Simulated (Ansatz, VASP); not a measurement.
One calculation of Ru, two programs

File INCAR:

```
ALGO = Fast
EDIFF = 1E-6
ENCUT = 520
GGA = PE
ISIF = 2
ISMEAR = 0
LASPH = True
LCHARG = True
LELF = True
LREAL = False
LVHAR = True
LWAVE = False
NBANDS = 21
NELM = 80
PREC = Accurate
SIGMA = 0.15
```

Contents of KPOINTS:

```
k-points
0
Gamma
  21 21 12
```

File POSCAR:

```
Ru
1.0
    2.5251001002      0.0000000000      0.0000000000
   -1.2625500501      2.1868008338      0.0000000000
    0.0000000000      0.0000000000      4.7853171998
Ru
2
Direct
    0.3333333333      0.6666666667      0.2500000000
    0.6666666667      0.3333333333      0.7500000000
```

Input for Ansatz:

```yaml
crystal:
  lattice:
    - [2.5251001002, 0.0, 0.0]
    - [-1.2625500501, 2.1868008338, 0.0]
    - [0.0, 0.0, 4.7853171998]
  atoms:
    - { symbol: Ru, position: [0.3333333333, 0.6666666667, 0.25] }
    - { symbol: Ru, position: [0.6666666667, 0.3333333333, 0.75] }
basis:
  ecutwfc: 420
kpoints:
  mp_grid: { grid: [21, 21, 12] }
hamiltonian:
  xc: pbe
  pseudopotentials: { kind: paw, azcp: { folder: soft_1 } }
scf:
  occupations: { method: gaussian, width: 0.15 }
output:
  forces: true
  stress: true
  eigenvalues: true
```

Alike in both runs: task single point; functional PBE; k mesh 21 × 21 × 12; occupations gaussian, width 0.15 eV; no spin polarisation.

|  | VASP | Ansatz |
| --- | --- | --- |
| version | VASP 6.6.1 | Ansatz 0.2.0 |
| potentials or method | VASP PAW PBE potentials, release 64 (Ru_pv), cutoff 520 eV | scalar-relativistic, plane waves, PAW |
| valence electrons in the cell | 28 | 32 |

VASP gave:

* gap on the k mesh at the Fermi level (eV): none
* pressure (GPa): 26.4
* traceless stress, the component that is largest in VASP (GPa): -56.48

Task: Which values does Ansatz return?

Result: gap on the k mesh at the Fermi level (eV): none; pressure (GPa): 26.2; traceless stress, the component that is largest in VASP (GPa): -56.50.

A gap of «none» marks a metal or a gap that the smearing closes. VASP's potentials hold 28 valence electrons a cell and Ansatz's 32, so a difference there can come from the potentials and not from the codes.
